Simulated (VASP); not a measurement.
Here is a VASP 6.6.1 calculation.

File INCAR:

```
SYSTEM = Al
ALGO = Normal
DIPOL = 0.5 0.5 0.710
EDIFF = 1E-6
ENCUT = 400
GGA = PE
GGA_COMPAT = .FALSE.
IDIPOL = 3
ISIF = 2
ISMEAR = 1
LASPH = .TRUE.
LCHARG = .TRUE.
LDIPOL = .TRUE.
LELF = .TRUE.
LREAL = .FALSE.
LVACPOTAV = .TRUE.
LVHAR = .TRUE.
LWAVE = .FALSE.
NBANDS = 30
NELM = 120
NELMDL = -8
PREC = Accurate
SIGMA = 0.1
```

Contents of KPOINTS:

```
k-points
0
G
  9 9 1
  0 0 0
```

Contents of POSCAR:

```
Al
1.0
    2.5288423309      4.3800834014      0.0000000000
   -5.0576846618      0.0000000000      0.0000000000
    0.0000000000      0.0000000000     32.6249777586
Al
12
Direct
    0.3333333333      0.6666666667      0.6073102358
    0.6666666667      0.3333333333      0.5985247535
    0.0000000000      0.0000000000      0.6069654332
    0.6676723140      0.6602259032      0.6754079905
   -0.0074464108      0.3323276860      0.6754079905
    0.3397740968      0.0074464108      0.6754079905
    0.0029602486      0.6683155823      0.7452125524
    0.3316844177      0.3346446663      0.7452125524
    0.6653553337     -0.0029602486      0.7452125524
    0.3333333333      0.6666666667      0.8161478675
    0.6666666667      0.3333333333      0.8158234721
    0.0000000000      0.0000000000      0.8160935313
```

Potentials or basis: VASP PAW PBE potentials, release 64 (Al).

Command:

```sh
$ cat potpaw_PBE.64/Al/POTCAR > POTCAR
$ mpirun -np 1 vasp_std > vasp.out
```

Q: Estimate the band gap on the k mesh.

A: Zero (bands 18 and 19 overlap by 1.85 eV).

Q: Estimate the largest force.

A: 0.509 eV/Å.

Forces on the atoms (eV/Å):
```
Al   0.000  0.000 -0.152
Al   0.000  0.000  0.509
Al   0.000  0.000 -0.130
Al  -0.046 -0.008  0.061
Al   0.016  0.044  0.061
Al   0.030 -0.036  0.061
Al  -0.015 -0.030 -0.039
Al   0.033  0.002 -0.039
Al  -0.018  0.028 -0.039
Al   0.000  0.000 -0.092
Al   0.000  0.000 -0.096
Al   0.000  0.000 -0.105
```
